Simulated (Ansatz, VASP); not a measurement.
**Two plane-wave programs on Mo**

```
Mo
1.0
    -1.66819    1.66819    1.41796
     1.66819   -1.66819    1.41796
     1.66819    1.66819   -1.41796
Mo
1
Direct
  0.00000 0.00000 0.00000
```

Alike in both runs: task single point; functional PBE; k mesh 30 × 30 × 30; occupations gaussian, width 0.15 eV; no spin polarisation.

|  | VASP | Ansatz |
| --- | --- | --- |
| version | VASP 6.6.1 | Ansatz 0.2.0 |
| potentials or method | VASP PAW PBE potentials, release 64 (Mo_sv), cutoff 520 eV | scalar-relativistic, plane waves, PAW |
| valence electrons in the cell | 14 | 14 |

```tsv
	VASP	Ansatz	Ansatz less VASP
gap on the k mesh at the Fermi level (eV)	none	none	-
pressure (GPa)	3.6	3.1	-0.50
traceless stress, the component that is largest in VASP (GPa)	23.02	22.99	-0.027
```

A gap of «none» marks a metal or a gap that the smearing closes.
